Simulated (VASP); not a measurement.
# MnO (Fm-3m) in VASP: single point with PBE+U

Aim: the single point of MnO with PBE+U.

Everything below comes from runs of VASP 6.6.1. Logs are shortened: lines on timing, memory, paths and dates and some standing lists are left out, and cuts for length are marked.

## (1) The cell of the first run

The structure is cubic, space group Fm-3m (No. 225). Conventional cell: a = 4.444 Å, b = 4.444 Å, c = 4.444 Å, α = 90.00°, β = 90.00°, γ = 90.00°. Mn (site symmetry m-3m) has 6 O at 2.22 Å within 2.9 Å. Within 2.9 Å of O (site symmetry m-3m) lie 6 Mn at 2.22 Å.

## (2) Single point, PBE+U, collinear spin, ferromagnetic start

Input file INCAR:

```
SYSTEM = MnO
  ALGO = Normal
  EDIFF = 1E-6
  ENCUT = 600
  GGA = PE
  GGA_COMPAT = .False.
  ISIF = 2
  ISMEAR = -1
  ISPIN = 2
  ISYM = 0
  LASPH = .True.
  LCHARG = .True.
  LDAU = .True.
  LDAUJ = 0 0
  LDAUL = 2 -1
  LDAUPRINT = 1
  LDAUTYPE = 2
  LDAUU = 3.9 0
  LELF = .True.
  LMAXMIX = 4
  LORBIT = 11
  LREAL = .False.
  LVHAR = .True.
  LWAVE = .False.
  MAGMOM = 4.5 4.5 0 0
  NBANDS = 33
  NELM = 200
  PREC = Accurate
  SIGMA = 0.05
```

Input file KPOINTS:

```
k-points
0
Gamma
  7 4 7
  0 0 0
```

Input file POSCAR:

```
MnO
1.0
    0.0000000000      2.2220000000      2.2220000000
    4.4440000000      0.0000000000      4.4440000000
    2.2220000000      2.2220000000      0.0000000000
Mn O
2 2
Direct
    0.0000000000      0.0000000000      0.0000000000
    0.0000000000      0.5000000000      0.0000000000
    0.5000000000      0.2500000000      0.5000000000
    0.5000000000      0.7500000000      0.5000000000
```

Potentials or basis: VASP PAW PBE potentials, release 64 (Mn_sv, O).

Command:

```sh
> cat potpaw_PBE.64/Mn_sv/POTCAR potpaw_PBE.64/O/POTCAR > POTCAR
> mpirun -np 1 vasp_std > vasp.out
```

OUTCAR:

```text
SYSTEM = MnO
   EDIFF = 1E-6
   ENCUT = 600
   GGA = PE
   ISIF = 2
   ISMEAR = -1
   ISPIN = 2
   ISYM = 0
   LASPH = .True.
   LORBIT = 11
   LREAL = .False.
   NELM = 200
   PREC = Accurate

 ion  position               nearest neighbor table
   1  0.000  0.000  0.000-   4 2.22   3 2.22   4 2.22   3 2.22   4 2.22   3 2.22
   2  0.000  0.500  0.000-   3 2.22   3 2.22   4 2.22   3 2.22   4 2.22   4 2.22
   3  0.500  0.250  0.500-   1 2.22   1 2.22   2 2.22   1 2.22   2 2.22   2 2.22
   4  0.500  0.750  0.500-   2 2.22   1 2.22   2 2.22   1 2.22   2 2.22   1 2.22

IMPORTANT INFORMATION: All symmetrisations will be switched off!
NOSYMM: (Re-)initialisation of all symmetry stuff for point group C_1.

----------------------------------------------------------------------------------------

                                     Primitive cell

  volume of cell :      43.8826

  direct lattice vectors                    reciprocal lattice vectors
     0.000000000  2.222000000  2.222000000    -0.225022502  0.225022502  0.225022502
     4.444000000  0.000000000  4.444000000     0.112511251 -0.112511251  0.112511251
     2.222000000  2.222000000  0.000000000     0.225022502  0.225022502 -0.225022502

  length of vectors
     3.142382536  6.284765071  3.142382536     0.389750407  0.194875203  0.389750407

  position of ions in fractional coordinates (direct lattice)
     0.000000000  0.000000000  0.000000000
     0.000000000  0.500000000  0.000000000
     0.500000000  0.250000000  0.500000000
     0.500000000  0.750000000  0.500000000

  ion indices of the primitive-cell ions
   primitive index   ion index
                 1           1
                 2           2
                 3           3
                 4           4

----------------------------------------------------------------------------------------

 KPOINTS: k-points
[... 190 lines left out ...]
  o =  0.0139  v =  0.0000  0.0000  0.0000  0.0000  0.0000  0.6027  0.7701  0.0000  0.2090  0.0000      0.0000  0.0000  0.0000  0.0000  0.0000  0.0000  0.0000  0.0000  0.0000  0.0000
  o =  0.0139  v =  0.0000  0.0000  0.0000  0.0000  0.0000 -0.7638  0.6326 -0.0000 -0.1281  0.0000      0.0000  0.0000  0.0000  0.0000  0.0000  0.0000  0.0000  0.0000  0.0000  0.0000
  o =  0.0530  v =  0.0000  0.0000  0.0000  0.0000  0.0000  0.0000  0.0000 -0.5960  0.0000 -0.8030      0.0000  0.0000  0.0000  0.0000  0.0000  0.0000  0.0000  0.0000  0.0000  0.0000
  o =  0.0530  v =  0.0000  0.0000  0.0000  0.0000  0.0000 -0.0000  0.0000  0.8030  0.0000 -0.5960      0.0000  0.0000  0.0000  0.0000  0.0000  0.0000  0.0000  0.0000  0.0000  0.0000
  o =  0.9110  v = -0.6695 -0.6752  0.0002 -0.3097  0.0003  0.0000  0.0000  0.0000  0.0000  0.0000      0.0000  0.0000  0.0000  0.0000  0.0000  0.0000  0.0000  0.0000  0.0000  0.0000
  o =  0.9110  v =  0.7097 -0.7045 -0.0001  0.0020  0.0001  0.0000  0.0000  0.0000  0.0000  0.0000      0.0000  0.0000  0.0000  0.0000  0.0000  0.0000  0.0000  0.0000  0.0000  0.0000
  o =  0.9110  v =  0.2196  0.2185  0.0001 -0.9508  0.0001  0.0000  0.0000  0.0000  0.0000  0.0000      0.0000  0.0000  0.0000  0.0000  0.0000  0.0000  0.0000  0.0000  0.0000  0.0000
  o =  0.9440  v =  0.0001 -0.0001  0.8663  0.0000 -0.4996  0.0000  0.0000  0.0000  0.0000  0.0000      0.0000  0.0000  0.0000  0.0000  0.0000  0.0000  0.0000  0.0000  0.0000  0.0000
  o =  0.9441  v = -0.0002 -0.0002 -0.4996 -0.0002 -0.8663  0.0000  0.0000  0.0000  0.0000  0.0000      0.0000  0.0000  0.0000  0.0000  0.0000  0.0000  0.0000  0.0000  0.0000  0.0000

 number of electron      42.0000015 magnetization      10.0000430

 Free energy of the ion-electron system (eV)
  ---------------------------------------------------
  ext. energy  EPLUGINS =         0.00000000
  ---------------------------------------------------
  free energy    TOTEN  =       -30.62368823 eV

  energy without entropy =      -30.62294848  energy(sigma->0) =      -30.62331836

 E-fermi :   8.8489     XC(G=0): -11.8541

 val. band max:        8.7017568682   @ k =   0.0000   0.0000   0.0000
 cond. band min:       8.8655538049   @ k =   0.0000   0.0000   0.0000
 fundamental gap:      0.1637969368
 Fermi energy:         8.8488902626

 spin component 1

 k-point     1 :       0.0000    0.0000    0.0000
  band No.  band energies     occupation
      1     -72.3271      1.00000
      2     -72.3206      1.00000
      3     -41.1345      1.00000
      4     -41.0793      1.00000
      5     -41.0793      1.00000
      6     -41.0702      1.00000
[... 1721 lines left out ...]
     32      23.0788      0.00000
     33      26.7498      0.00000

 [... further k-points ...]
[... 5 lines left out ...]
  --------------------------------------------------------------------------------------
  -------------------------------------------------------------------------------------
  Total        1.4383727      1.4415038      1.4383714     -0.0005569     -0.0005610     -0.0009707
  in kB       52.5157839     52.6301017     52.5157365     -0.0203318     -0.0204813     -0.0354392
  external PRESSURE =      52.5538740 kB  Pullay stress =       0.0000000 kB

 VOLUME and BASIS-vectors are now :
 -----------------------------------------------------------------------------
  energy-cutoff  :      600.00
  volume of cell :       43.88
      direct lattice vectors                 reciprocal lattice vectors
     0.000000000  2.222000000  2.222000000    -0.225022502  0.225022502  0.225022502
     4.444000000  0.000000000  4.444000000     0.112511251 -0.112511251  0.112511251
     2.222000000  2.222000000  0.000000000     0.225022502  0.225022502 -0.225022502

 POSITION                                       TOTAL-FORCE (eV/Angst)
 -----------------------------------------------------------------------------------
      0.00000      0.00000      0.00000        -0.000012      0.000008      0.000007
      2.22200      0.00000      2.22200         0.000016     -0.000003     -0.000006
      2.22200      2.22200      2.22200        -0.000001     -0.000001     -0.000001
      4.44400      2.22200      4.44400        -0.000003     -0.000004      0.000000
 -----------------------------------------------------------------------------------
    total drift:                                0.000007      0.000008      0.000002

  FREE ENERGIE OF THE ION-ELECTRON SYSTEM (eV)
  ---------------------------------------------------
  free  energy   TOTEN  =       -30.6236882324 eV

  energy  without entropy=      -30.6229484813  energy(sigma->0) =      -30.62331836

 total charge

# of ion       s       p       d       tot
------------------------------------------
    1        2.116   6.014   4.746  12.875
    2        2.116   6.014   4.746  12.875
    3        1.552   3.457   0.000   5.009
    4        1.552   3.457   0.000   5.009
--------------------------------------------------
tot          7.335  18.942   9.491  35.768

 magnetization (x)

# of ion       s       p       d       tot
------------------------------------------
    1        0.023   0.015   4.454   4.493
    2        0.023   0.015   4.454   4.493
    3        0.025   0.145   0.000   0.170
    4        0.025   0.145   0.000   0.170
--------------------------------------------------
tot          0.097   0.320   8.909   9.326
```

OSZICAR:

```text
N       E                     dE             d eps       ncg     rms          rms(c)
DAV:   1     0.786495480406E+03    0.78650E+03   -0.23852E+04 14062   0.275E+03
DAV:   2     0.449775795700E+02   -0.74152E+03   -0.70531E+03 13182   0.663E+02
DAV:   3    -0.257150600839E+02   -0.70693E+02   -0.68129E+02 16368   0.237E+02
DAV:   4    -0.312735593731E+02   -0.55585E+01   -0.54325E+01 24831   0.603E+01
DAV:   5    -0.316417883812E+02   -0.36823E+00   -0.36753E+00 17975   0.124E+01    0.198E+01
DAV:   6    -0.298146963063E+02    0.18271E+01   -0.20620E+01 19531   0.494E+01    0.185E+01
DAV:   7    -0.306199770176E+02   -0.80528E+00   -0.22931E+00 20860   0.208E+01    0.111E+01
DAV:   8    -0.305872876384E+02    0.32689E-01   -0.29992E-01 18338   0.610E+00    0.542E+00
DAV:   9    -0.306121780561E+02   -0.24890E-01   -0.41596E-02 17475   0.275E+00    0.111E+00
DAV:  10    -0.306219853371E+02   -0.98073E-02   -0.57460E-03 20530   0.821E-01    0.294E-01
DAV:  11    -0.306234908638E+02   -0.15055E-02   -0.14201E-03 21096   0.378E-01    0.823E-02
DAV:  12    -0.306236575199E+02   -0.16666E-03   -0.14746E-04 19898   0.132E-01    0.453E-02
DAV:  13    -0.306236874653E+02   -0.29945E-04   -0.21256E-05 14862   0.436E-02    0.153E-02
DAV:  14    -0.306236882324E+02   -0.76707E-06   -0.28549E-06 14740   0.172E-02
   1 F= -.30623688E+02 E0= -.30623318E+02  d E =-.739751E-03  mag=    10.0000
```

Wall time 4.3 min (1 thread of Intel Xeon Platinum 8488C (Sapphire Rapids), shared host); peak memory 0.38 GiB.

Results:

```yaml
Free_energy: -30.6237 eV
Pressure: 5.3 GPa
Band_gap_on_the_k_mesh: 0.16 eV
Net_moment: 10.00 μB per cell
Site_moments: Mn +4.49; O +0.17 μB
Valence_electrons_inside_the_program's_atomic_spheres: Mn 12.88; O 5.01
```

Levels at points of the mesh, in eV from the valence-band top:
Spin up:
```csv
k point,band 22,band 23,band 24,band 25,band 26,band 27,band 28,band 29,band 30,band 31
"(0.00, 0.00, 0.00)",-2.89,-2.89,-2.47,0.00,0.00,0.16,4.10,8.44,12.47,12.47
"(0.00, 0.50, 0.00)",-3.02,-1.04,-1.04,-1.04,-1.04,2.84,2.84,10.36,10.36,14.46
```
Spin down:
| k point | band 14 | band 15 | band 16 | band 17 | band 18 | band 19 |
| --- | --- | --- | --- | --- | --- | --- |
| (0.00, 0.00, 0.00) | -2.56 | -2.56 | -2.56 | 1.51 | 3.03 | 3.03 |
| (0.00, 0.50, 0.00) | -3.27 | -3.27 | -3.27 | 3.08 | 3.08 | 3.72 |

Eigenvalues of the final occupation matrices:
| site | spin | trace | eigenvalues |
| --- | --- | --- | --- |
| site 1 d | 1 | 4.62 | 0.91 0.91 0.91 0.94 0.94 |
| site 1 d | 2 | 0.15 | 0.01 0.01 0.01 0.05 0.05 |
| site 2 d | 1 | 4.62 | 0.91 0.91 0.91 0.94 0.94 |
| site 2 d | 2 | 0.15 | 0.01 0.01 0.01 0.05 0.05 |

Caveat: the cell stands under pressure; only a ferromagnetic start was run, and an antiferromagnetic order may lie lower in energy. The state reached can hang on the start; a lower one may exist.
